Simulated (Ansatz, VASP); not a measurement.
**Two plane-wave programs on Lu**

Contents of INCAR:

```
PREC = Accurate ; ENCUT = 520
EDIFF = 1E-8 ; ISMEAR = -1
SIGMA = 0.03 ; LREAL = False
LASPH = True ; NELM = 200
ALGO = Normal ; ISIF = 2
LWAVE = False ; LCHARG = False
LNONCOLLINEAR = True ; MAGMOM = 0 0 0 0 0 0
LORBIT = 11 ; LSORBIT = True
GGA_COMPAT = False ; LORBMOM = True
GGA = PE ; LEFG = True
NBANDS = 62 ; KPAR = 4
```

Contents of KPOINTS:

```
Automatic mesh
0
Gamma
  12 12 7
```

File POSCAR:

```
Lu
1.0
    3.5180521701      0.0000000000      0.0000000000
   -1.7590260851      3.0467225512      0.0000000000
    0.0000000000      0.0000000000      5.4460843400
Lu
2
Direct
    0.3333333333      0.6666666667      0.2500000000
    0.6666666667      0.3333333333      0.7500000000
```

Input for Ansatz:

```yaml
crystal:
  lattice:
    - [3.5180521701, 0.0, 0.0]
    - [-1.7590260851, 3.0467225512, 0.0]
    - [0.0, 0.0, 5.44608434]
  atoms:
    - { symbol: Lu, position: [0.3333333333, 0.6666666667, 0.25] }
    - { symbol: Lu, position: [0.6666666667, 0.3333333333, 0.75] }
kpoints:
  mp_grid: { grid: [12, 12, 7] }
  band_path:
    path:
      - [0.0, 0.0, 0.0]
      - [0.5, 0.0, 0.0]
      - [0.3333333333, 0.3333333333, 0.0]
      - [0.0, 0.0, 0.0]
      - [0.0, 0.0, 0.5]
      - [0.5, 0.0, 0.5]
      - [0.3333333333, 0.3333333333, 0.5]
      - [0.0, 0.0, 0.5]
      - [0.5, 0.0, 0.5]
    npoints: 5
scf:
  occupations: { method: fermi_dirac, width: 0.03 }
hamiltonian:
  xc: pbe
  pseudopotentials: { kind: paw_fr }
output:
  forces: true
  stress: true
  eigenvalues: true
  efg: { contact_densities: true }
magnetization:
  noncollinear: true
  spin_orbit: true
```

Alike in both runs: task electric field gradients; functional PBE; k mesh 12 × 12 × 7; occupations fermi-dirac, width 0.03 eV; non-collinear spin, spin-orbit coupling.

|  | VASP | Ansatz |
| --- | --- | --- |
| version | VASP 6.6.1 | Ansatz 0.2.0 |
| potentials or method | VASP PAW PBE potentials, release 64 (Lu) | PAW with Ansatz's default frozen-core files, fully relativistic files with spin-orbit coupling |
| plane-wave cutoff (eV) | 520 | 420 |
| valence electrons in the cell | 50 | 50 |

```csv
,VASP,Ansatz,Ansatz less VASP
pressure (GPa),-0.3,-0.5,-0.14
"traceless stress, the component that is largest in VASP (GPa)",0.28,0.33,+0.046
net moment per atom (μB),0.00,0.00,0.000
size of Vzz on the site where it differs most (V/Å²),79.2,67.9,-11.24
```

With one functional, cell and mesh, what is left measures potentials, basis and numerics.
